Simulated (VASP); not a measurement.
# TeP2 in VASP: a series of runs

TeP2 is run at these levels: PBE; tasks: single point, relaxation of cell and atoms.

All numbers are computed with VASP 6.6.1; they aren't measurements. Logs are shortened: lines on timing, memory, paths and dates and some standing lists are left out, and cuts for length are marked.

**1. The cell of the first run**

It takes space group P6/mmm (No. 191, hexagonal). The conventional cell has a = 5.016 Å, b = 5.016 Å, c = 2.870 Å, α = 90.00°, β = 90.00°, γ = 120.00°. Within 3.8 Å of Te (site symmetry 6/mmm) lie 2 Te at 2.87 Å and 6 P at 2.90 Å. Within 3.8 Å of P (site symmetry -6m2) lie 5 P at 2.87 to 2.90 Å and 3 Te at 2.90 Å.

**2. Single point, PBE**

Contents of INCAR:

```
PREC = Accurate
ENCUT = 520
EDIFF = 1E-6
ISMEAR = 0
SIGMA = 0.1
LREAL = False
LASPH = True
NELM = 100
ALGO = Normal
ISIF = 2
LWAVE = False
LCHARG = False
GGA = PE
NBANDS = 15
```

Contents of KPOINTS:

```
Automatic mesh
0
Gamma
  12 12 16
```

Contents of POSCAR:

```
TeP2
1.0
    5.0157633364      0.0000000000      0.0000000000
   -2.5078816682      4.3437784687      0.0000000000
    0.0000000000      0.0000000000      2.8699178635
Te P
1 2
Direct
    0.0000000000      0.0000000000      0.0000000000
    0.3333333333      0.6666666667      0.0000000000
    0.6666666667      0.3333333333      0.0000000000
```

Potentials or basis: VASP PAW PBE potentials, release 64 (Te, P).

Run with:

```sh
$ cat potpaw_PBE.64/Te/POTCAR potpaw_PBE.64/P/POTCAR > POTCAR
$ mpirun -np 1 vasp_std > vasp.out
```

OUTCAR:

```text
PREC = Accurate
   ENCUT = 520
   EDIFF = 1E-6
   ISMEAR = 0
   LREAL = False
   LASPH = True
   NELM = 100
   ISIF = 2
   GGA = PE

 ion  position               nearest neighbor table
   1  0.000  0.000  0.000-   2 2.90   3 2.90   3 2.90   2 2.90   3 2.90   2 2.90
   2  0.333  0.667  0.000-   1 2.90   3 2.90   3 2.90   1 2.90   1 2.90   3 2.90
   3  0.667  0.333  0.000-   2 2.90   1 2.90   2 2.90   1 2.90   1 2.90   2 2.90

  LATTYP: Found a hexagonal cell.
 ALAT       =     5.0157633364
 C/A-ratio  =     0.5721796805

  Lattice vectors:

 A1 = (   5.0157633364,   0.0000000000,   0.0000000000)
 A2 = (  -2.5078816682,   4.3437784687,   0.0000000000)
 A3 = (   0.0000000000,   0.0000000000,   2.8699178635)

Analysis of symmetry for initial positions (statically):
=====================================================================
 Subroutine PRICEL returns:
 Original cell was already a primitive cell.

 Routine SETGRP: Setting up the symmetry group for a
 hexagonal supercell.

 Subroutine GETGRP returns: Found 24 space group operations
 (whereof 24 operations were pure point group operations)
 out of a pool of 24 trial point group operations.

The static configuration has the point symmetry D_6h.

Analysis of symmetry for dynamics (positions and initial velocities):
=====================================================================
 Subroutine PRICEL returns:
 Original cell was already a primitive cell.

 Routine SETGRP: Setting up the symmetry group for a
 hexagonal supercell.

 Subroutine GETGRP returns: Found 24 space group operations
 (whereof 24 operations were pure point group operations)
 out of a pool of 24 trial point group operations.

The dynamic configuration has the point symmetry D_6h.

 Subroutine INISYM returns: Found 24 space group operations
 (whereof 24 operations are pure point group operations),
 and found     1 'primitive' translations

----------------------------------------------------------------------------------------

                                     Primitive cell

  volume of cell :      62.5279

  direct lattice vectors                    reciprocal lattice vectors
     5.015763336  0.000000000  0.000000000     0.199371448  0.115107159  0.000000000
    -2.507881668  4.343778469  0.000000000     0.000000000  0.230214319  0.000000000
     0.000000000  0.000000000  2.869917863     0.000000000  0.000000000  0.348442028

  length of vectors
     5.015763336  5.015763336  2.869917863     0.230214319  0.230214319  0.348442028

  position of ions in fractional coordinates (direct lattice)
     0.000000000  0.000000000  0.000000000
     0.333333333  0.666666667  0.000000000
     0.666666667  0.333333333  0.000000000

  ion indices of the primitive-cell ions
   primitive index   ion index
                 1           1
                 2           2
                 3           3

----------------------------------------------------------------------------------------

 KPOINTS: Automatic mesh

Automatic generation of k-mesh.
 Grid dimensions read from file:
 generate k-points for:   12   12   16

 Generating k-lattice:

  Cartesian coordinates                     Fractional coordinates (reciprocal lattice)
     0.016614287  0.009592263  0.000000000     0.083333333  0.000000000  0.000000000
     0.000000000  0.019184527  0.000000000     0.000000000  0.083333333  0.000000000
     0.000000000  0.000000000  0.021777627     0.000000000  0.000000000  0.062500000

  Length of vectors
     0.019184527  0.019184527  0.021777627

  Shift w.r.t. Gamma in fractional coordinates (k-lattice)
     0.000000000  0.000000000  0.000000000

 Subroutine IBZKPT returns following result:
 ===========================================

 Found    171 irreducible k-points:

 Following reciprocal coordinates:
            Coordinates               Weight
  0.000000  0.000000  0.000000      1.000000
  0.083333 -0.000000  0.000000      6.000000
  0.166667  0.000000  0.000000      6.000000
  0.250000  0.000000  0.000000      6.000000
  0.333333  0.000000  0.000000      6.000000
  0.416667  0.000000  0.000000      6.000000
[... 16 lines left out ...]
  0.250000  0.000000  0.062500     12.000000
  0.333333  0.000000  0.062500     12.000000
 [... further k-points ...]
   k-points           NKPTS =    171   k-points in BZ     NKDIM =    171   number of bands    NBANDS=     15
   number of dos      NEDOS =    301   number of ions     NIONS =      3
   total plane-waves  NPLWV =  38400
   dimension x,y,z NGX =    40 NGY =   40 NGZ =   24
   dimension x,y,z NGXF=    80 NGYF=   80 NGZF=   48
   ions per type =               1   2
   NGX,Y,Z   is equivalent  to a cutoff of  13.26, 13.26, 13.90 a.u.
   NGXF,Y,Z  is equivalent  to a cutoff of  26.52, 26.52, 27.80 a.u.
 SYSTEM =  unknown system
   PREC   = accura    normal or accurate (medium, high low for compatibility)
   ISTART =      0    job   : 0-new  1-cont  2-samecut
   ICHARG =      2    charge: 1-file 2-atom 10-const
   ISPIN  =      1    spin polarized calculation?
   LNONCOLLINEAR =      F non collinear calculations
   LSORBIT =      F    spin-orbit coupling
   LASPH  =      T    aspherical Exc in radial PAW
   ENCUT  =  520.0 eV  38.22 Ry    6.18 a.u.   9.33  9.33  5.34*2*pi/ulx,y,z
   NELM   =    100;   NELMIN=  2; NELMDL= -5     # of ELM steps
   EDIFF  = 0.1E-05   stopping-criterion for ELM
   LREAL  =      F    real-space projection
   EDIFFG = 0.1E-04   stopping-criterion for IOM
   NSW    =      0    number of steps for IOM
   IBRION =     -1    ionic relax: 0-MD 1-quasi-New 2-CG
   NFREE  =      0    steps in history (QN), initial steepest desc. (CG)
   ISIF   =      2    stress and relaxation
   ISYM   =      2    0-nonsym 1-usesym 2-fastsym
   POTIM  = 0.5000    time-step for ionic-motion
   TEBEG  =    0.0;   TEEND  =   0.0 temperature during run
   PSTRESS=    0.0 pullay stress
   NELECT =      16.0000    total number of electrons
   NUPDOWN=      -1.0000    fix difference up-down
   EMIN   =  10.00;   EMAX   =-10.00  energy-range for DOS
   EFERMI =   0.00;   METHOD = LEGACY
   ISMEAR =     0;   SIGMA  =   0.10  broadening in eV -4-tet -1-fermi 0-gaus
   EFERMI_NEDOS =   21; number of points for ismear=-14 and -15
   IALGO  =     38    algorithm
   IMIX   =      4    mixing-type and parameters
     AMIX     =   0.40;   BMIX     =  1.00
     AMIX_MAG =   1.60;   BMIX_MAG =  1.00
  volume/ion in A,a.u.               =      20.84       140.65
  Fermi-wavevector in a.u.,A,eV,Ry     =   1.039338  1.964064 14.697330  1.080223
  Thomas-Fermi vector in A             =   2.173864
   LORBIT       =      0    0 simple, 1 ext, 2 COOP (PROOUT), +10 PAW based schemes
   GGA     = PE    functional components
   LHFCALC =     F    Hartree Fock is set to
   AEXX    =    0.0000 exact exchange contribution
   IVDW    =     0    specifies the selected vdW correction
   LEPSILON=     F    determine dielectric tensor
   LRPA    =     F    only Hartree local field effects (RPA)
 non-spin polarized calculation
 Gauss-broadening in eV      SIGMA  =   0.10
  energy-cutoff  :      520.00
  volume of cell :       62.53
 maximum number of plane-waves:      1708
 NGX is ok and might be reduce to    40
   NGX = 19   NGY = 19   NGZ = 11

 number of electron      15.9999999 magnetization

 Free energy of the ion-electron system (eV)
  ---------------------------------------------------
  ext. energy  EPLUGINS =         0.00000000
  ---------------------------------------------------
  free energy    TOTEN  =       -11.78698602 eV

  energy without entropy =      -11.77856191  energy(sigma->0) =      -11.78277397

 E-fermi :   7.9026     XC(G=0): -10.3836

 val. band max:        7.9011145549   @ k =   0.3333   0.0833   0.2500
 cond. band min:       7.9097020004   @ k =   0.2500   0.0833   0.5000
 fundamental gap:      0.0085874455
 Fermi energy:         7.9025560439

 k-point     1 :       0.0000    0.0000    0.0000
  band No.  band energies     occupation
      1      -7.0764      2.00000
      2      -2.0986      2.00000
      3      -1.1817      2.00000
      4       2.4500      2.00000
      5       2.4500      2.00000
      6       3.4058      2.00000
      7       3.4058      2.00000
      8       9.7887      0.00000
      9      12.3381      0.00000
     10      12.3381      0.00000
     11      12.5773      0.00000
     12      13.5996      0.00000
     13      14.1834      0.00000
     14      18.7778      0.00000
     15      18.7803      0.00000

 k-point     2 :       0.0833   -0.0000    0.0000
  band No.  band energies     occupation
      1      -7.0311      2.00000
      2      -2.2312      2.00000
      3      -1.2920      2.00000
      4       2.1919      2.00000
      5       2.3923      2.00000
      6       3.7605      2.00000
      7       3.9015      2.00000
      8       9.8314      0.00000
      9      11.8843      0.00000
     10      12.2071      0.00000
     11      12.5355      0.00000
     12      13.5356      0.00000
     13      14.3222      0.00000
     14      18.4292      0.00000
     15      18.8441      0.00000

 k-point     3 :       0.1667    0.0000    0.0000
  band No.  band energies     occupation
      1      -6.8973      2.00000
      2      -2.5887      2.00000
      3      -1.5739      2.00000
      4       1.7918      2.00000
      5       2.5897      2.00000
      6       4.4495      2.00000
      7       4.9243      2.00000
      8       9.9582      0.00000
      9      10.8643      0.00000
     10      11.8030      0.00000
     11      12.4147      0.00000
     12      13.3577      0.00000
     13      14.5779      0.00000
     14      17.8595      0.00000
     15      18.4877      0.00000
[... 343 lines left out ...]
 k-point    23 :       0.2500    0.0000    0.0625
  band No.  band energies     occupation
      1      -6.6197      2.00000
      2      -3.0351      2.00000
      3      -1.8291      2.00000
      4       1.5039      2.00000
      5       3.1830      2.00000
      6       5.3217      2.00000
      7       6.2073      2.00000
      8       9.3269      0.00000
      9       9.8408      0.00000
     10      11.1743      0.00000
     11      11.7384      0.00000
     12      12.4670      0.00000
     13      15.6234      0.00000
     14      17.4495      0.00000
     15      17.5290      0.00000

 k-point    24 :       0.3333    0.0000    0.0625
  band No.  band energies     occupation
      1      -6.3446      2.00000
      2      -3.5914      2.00000
      3      -2.0700      2.00000
      4       1.2509      2.00000
      5       3.9585      2.00000
      6       6.2330      2.00000
      7       7.5102      2.00000
      8       8.3980      0.00000
      9       9.8010      0.00000
     10      10.2896      0.00000
     11      11.4067      0.00000
     12      12.2438      0.00000
     13      15.8751      0.00000
     14      15.9528      0.00000
     15      17.4373      0.00000

 [... further k-points ...]

------------------------ aborting loop because EDIFF is reached ----------------------------------------

  FORCE on cell =-STRESS in cart. coord.  units (eV):
  Direction    XX          YY          ZZ          XY          YZ          ZX
  --------------------------------------------------------------------------------------
  -------------------------------------------------------------------------------------
  Total       -0.0345836     -0.0345836     -0.0105107      0.0000000      0.0000000      0.0000000
  in kB       -0.8861489     -0.8861489     -0.2693191      0.0000000      0.0000000      0.0000000
  external PRESSURE =      -0.6805390 kB  Pullay stress =       0.0000000 kB

 VOLUME and BASIS-vectors are now :
 -----------------------------------------------------------------------------
  energy-cutoff  :      520.00
  volume of cell :       62.53
      direct lattice vectors                 reciprocal lattice vectors
     5.015763336  0.000000000  0.000000000     0.199371448  0.115107159  0.000000000
    -2.507881668  4.343778469  0.000000000     0.000000000  0.230214319  0.000000000
     0.000000000  0.000000000  2.869917863     0.000000000  0.000000000  0.348442028

 POSITION                                       TOTAL-FORCE (eV/Angst)
 -----------------------------------------------------------------------------------
      0.00000      0.00000      0.00000        -0.000000      0.000000      0.000000
     -0.00000      2.89585      0.00000        -0.000000      0.000000     -0.000000
      2.50788      1.44793      0.00000         0.000000     -0.000000      0.000000
 -----------------------------------------------------------------------------------
    total drift:                                0.000000     -0.000000      0.000000

  FREE ENERGIE OF THE ION-ELECTRON SYSTEM (eV)
  ---------------------------------------------------
  free  energy   TOTEN  =       -11.7869860246 eV

  energy  without entropy=      -11.7785619127  energy(sigma->0) =      -11.78277397
```

Wall time 50 s (1 thread of Intel Xeon Platinum 8559C (Emerald Rapids), shared host); peak memory 0.28 GiB.

Results:

* Free energy: -11.7870 eV
* Pressure: -0.1 GPa
* Band gap on the k mesh: zero (band 8 reaches 10.00 eV, above the bottom of band 9 at 5.11 eV)

Levels at points of the mesh, in eV from the Fermi level:
```tsv
k point	band 5	band 6	band 7	band 8	band 9	band 10	band 11	band 12
(0.00, 0.00, 0.00)	-5.45	-4.50	-4.50	1.89	4.44	4.44	4.67	5.70
(0.50, 0.00, 0.00)	-2.23	-1.68	0.27	0.31	1.31	3.18	3.37	4.79
(0.00, 0.00, 0.50)	-3.37	-3.35	-3.35	-2.69	-2.69	-2.37	3.93	3.93
(0.50, 0.00, 0.50)	-4.91	-4.69	-3.30	0.00	0.32	1.86	2.22	2.30
```

Caveat: spin-orbit coupling is left out, which moves the levels of the heavy elements.

**3. Relaxation of cell and atoms, PBE**

Contents of INCAR:

```
ALGO = Normal
EDIFF = 1E-6
EDIFFG = -0.01
ENCUT = 600
GGA = PE
IBRION = 2
ISIF = 3
ISMEAR = 0
LASPH = True
LCHARG = False
LREAL = False
LWAVE = False
NELM = 100
NSW = 100
PREC = Accurate
SIGMA = 0.1
```

Contents of KPOINTS:

```
k-points
0
Gamma
  12 12 16
```

Contents of POSCAR:

```
TeP2
1.0
    5.0201421351      0.0000000000      0.0000000000
   -2.5100710675      4.3475706196      0.0000000000
    0.0000000000      0.0000000000      2.8627285402
Te P
1 2
Direct
    0.0000000000      0.0000000000      0.0000000000
    0.3333333333      0.6666666667      0.0000000000
    0.6666666667      0.3333333333      0.0000000000
```

Potentials or basis: VASP PAW PBE potentials, release 64 (Te, P).

Run with:

```sh
$ cat potpaw_PBE.64/Te/POTCAR potpaw_PBE.64/P/POTCAR > POTCAR
$ mpirun -np 1 vasp_std > vasp.out
```

Wall time 58 s (1 thread of Intel Xeon Platinum 8559C (Emerald Rapids), shared host); peak memory 0.3 GiB.

The run converged. Its results:

- Free energy: -11.7871 eV
- Energy gained by relaxing: 0.1 meV/atom
- Ionic steps: 2
- Pressure after relaxing: 0.0 GPa
- Band gap on the k mesh: zero (band 8 reaches 10.01 eV, above the bottom of band 9 at 5.12 eV)

Stress tensor (GPa, compression positive):
```
-0.05  0.00  0.00
 0.00 -0.05  0.00
 0.00  0.00  0.06
```

Step by step:
```
step  energy change (eV)  largest force (eV/Å)  pressure (GPa)  volume (Å³)
   1              0.0000                0.0000            0.01        62.48
   2             -0.0002                0.0000           -0.02        62.49
```

Final structure:
```
CELL_PARAMETERS angstrom
5.01545 0.00000 0.00000
-2.50772 4.34350 0.00000
0.00000 0.00000 2.86838
ATOMIC_POSITIONS crystal
Te 0.00000 0.00000 0.00000
P 0.33333 0.66667 0.00000
P 0.66667 0.33333 0.00000
```

Levels at points of the mesh, in eV from the Fermi level:
```csv
k point,band 6,band 7,band 8,band 9,band 10,band 11
"(0.00, 0.00, 0.00)",-4.50,-4.50,1.90,4.43,4.43,4.68
"(0.50, 0.00, 0.00)",-1.69,0.27,0.31,1.30,3.19,3.38
"(0.00, 0.00, 0.50)",-3.35,-3.35,-2.69,-2.69,-2.38,3.92
"(0.50, 0.00, 0.50)",-4.70,-3.31,0.00,0.32,1.86,2.21
```

Caveat: spin-orbit coupling is left out, which moves the levels of the heavy elements.

**4. Single point, PBE**

Contents of INCAR:

```
SYSTEM = TeP2
PREC = Accurate
ENCUT = 520
EDIFF = 1E-6
ISMEAR = 0
SIGMA = 0.1
LREAL = .FALSE.
LASPH = .TRUE.
NELM = 100
ALGO = Normal
ISIF = 2
LWAVE = .FALSE.
LCHARG = .TRUE.
GGA = PE
LELF = .TRUE.
LVHAR = .TRUE.
NBANDS = 15
```

Contents of KPOINTS:

```
regular mesh
0
G
  6 6 6
  0 0 0
```

POSCAR is that of step 3.

Run with:

```sh
$ cat potpaw_PBE.64/Te/POTCAR potpaw_PBE.64/P/POTCAR > POTCAR
$ mpirun -np 1 vasp_std > vasp.out
```

Wall time 12 s (1 thread of Intel Xeon Platinum 8559C (Emerald Rapids), shared host); peak memory 0.19 GiB.

The run converged. Its results:

```yaml
Free_energy: -11.8219 eV
Pressure: 0.0 GPa
Band_gap_on_the_k_mesh: zero (band 8 reaches 10.04 eV, above the bottom of band 9 at 5.25 eV)
```

Stress tensor (GPa, compression positive):
```
 0.18  0.00  0.00
 0.00  0.18  0.00
 0.00  0.00 -0.30
```

Levels at points of the mesh, in eV from the Fermi level:
```
           k point  band 5  band 6  band 7  band 8  band 9  band 10  band 11  band 12
(0.00, 0.00, 0.00)   -5.47   -4.50   -4.50    1.95    4.40     4.40     4.73     5.73
(0.50, 0.00, 0.00)   -2.27   -1.70    0.26    0.28    1.28     3.24     3.42     4.83
(0.00, 0.00, 0.50)   -3.42   -3.34   -3.34   -2.67   -2.67    -2.40     3.90     3.90
(0.50, 0.00, 0.50)   -4.89   -4.71   -3.33    0.00    0.33     1.87     2.20     2.30
```

Caveat: the k points lie up to 0.37 Å⁻¹ apart; spin-orbit coupling is left out, which moves the levels of the heavy elements.

[end of part 1 of 2]
